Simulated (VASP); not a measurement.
Crystal: As.

```
As
1.0
     1.88080    1.08588    3.51406
    -1.88080    1.08588    3.51406
     0.00000   -2.17176    3.51406
As
2
Direct
  0.77400 0.77400 0.77400
  0.22600 0.22600 0.22600
```

| Quantity | Value |
| --- | --- |
| Program | VASP 6.6.1 |
| Task | relaxation of cell and atoms |
| Functional | revPBE |
| Potentials or basis | VASP PAW PBE potentials, release 64 (As) |
| Cutoff | 600 eV |
| k mesh | 10 × 10 × 10 |
| Occupations | fermi-dirac, width 0.1 eV |
| Spin | no spin polarisation |

At the start: pressure 5.3 GPa; volume 21.53 Å³/atom.

**Question.** Where does the relaxation end?

**Answer.** Over 44 steps the energy falls by 78.4 meV/atom and the volume is 36.81 Å³/atom (+71.0 %); space group R-3m (No. 166, to 0.1 Å) before and after.

Step by step:
```csv
step,energy change (eV),largest force (eV/Å),pressure (GPa),volume (Å³)
1,0.0000,0.5154,5.26,43.06
3,-0.0461,0.1125,0.19,45.58
5,-0.0475,0.0660,0.21,45.74
7,-0.0509,0.0184,-0.03,46.57
9,-0.0535,0.2467,-0.57,48.22
11,-0.0547,0.1384,-0.28,47.75
13,-0.0559,0.0560,1.11,48.12
15,-0.0573,0.0029,0.62,48.29
17,-0.0651,0.1363,0.86,50.72
19,-0.0140,1.6824,5.45,59.27
21,-0.0141,1.6834,5.46,59.34
23,-0.0147,1.6887,5.49,59.66
25,-0.0143,1.7171,5.63,60.90
27,-0.0114,1.7447,5.72,61.30
29,-0.0159,1.7136,5.62,61.48
31,-0.0349,1.5749,5.20,62.28
33,-0.0937,1.0407,3.69,65.50
35,-0.1146,0.7091,-0.27,78.49
37,-0.1408,0.0194,1.19,72.95
39,-0.1506,0.0542,0.80,73.13
41,-0.1563,0.1121,0.22,73.37
43,-0.1566,0.0568,-0.13,73.76
44,-0.1568,0.0004,-0.02,73.62
```

Final structure:
```yaml
crystal:
  lattice:
    - [1.82028, 1.05094, 6.41431]
    - [-1.82028, 1.05094, 6.41431]
    - [0.00000, -2.10188, 6.41431]
  atoms:
    - { symbol: As, position: [0.79711, 0.79711, 0.79711] }
    - { symbol: As, position: [0.20289, 0.20289, 0.20289] }
```

Caveat: the volume moved by over 15 % at a fixed basis, so the end points are rough; the PAW data sets were made with another functional, which shifts forces and pressure a little.
